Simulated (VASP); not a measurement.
A run of VASP 6.6.1:

File INCAR:

```
PREC     = Accurate       # precision mode
ENCUT    = 520            # plane-wave cutoff, eV
EDIFF    = 1E-7           # SCF threshold, eV
ISMEAR   = 0              # smearing method
SIGMA    = 0.15           # smearing width, eV
LREAL    = F              # projectors in reciprocal space
LASPH    = T              # aspherical terms in the spheres
NELM     = 100            # most SCF steps
ALGO     = Normal         # electronic algorithm
ISIF     = 2              # what is computed and relaxed
LWAVE    = F              # write WAVECAR
LCHARG   = F              # write CHGCAR
GGA      = PS             # functional
NBANDS   = 12             # bands
```

Contents of KPOINTS:

```
regular mesh
0
Gamma
  20 20 20
```

Contents of POSCAR:

```
Ag
1.0
    0.0000000000      2.0124535000      2.1043930000
    2.0124535000      0.0000000000      2.1043930000
    2.0124535000      2.0124535000      0.0000000000
Ag
1
Direct
    0.0000000000      0.0000000000      0.0000000000
```

Potentials or basis: VASP PAW PBE potentials, release 64 (Ag).

The run is started by

```console
$ cat potpaw_PBE.64/Ag/POTCAR > POTCAR
$ mpirun -np 1 vasp_std > vasp.out
```

Hardware: 1 thread of Intel(R) Xeon(R) 6975P-C (Granite Rapids) (shared host).

Question: How long does it take, and how much memory?

Answer: Run time: 32 s on 1 thread of Intel(R) Xeon(R) 6975P-C (Granite Rapids) (shared host), peak memory 0.24 GiB. Counts: scf iterations 12, k points 641.
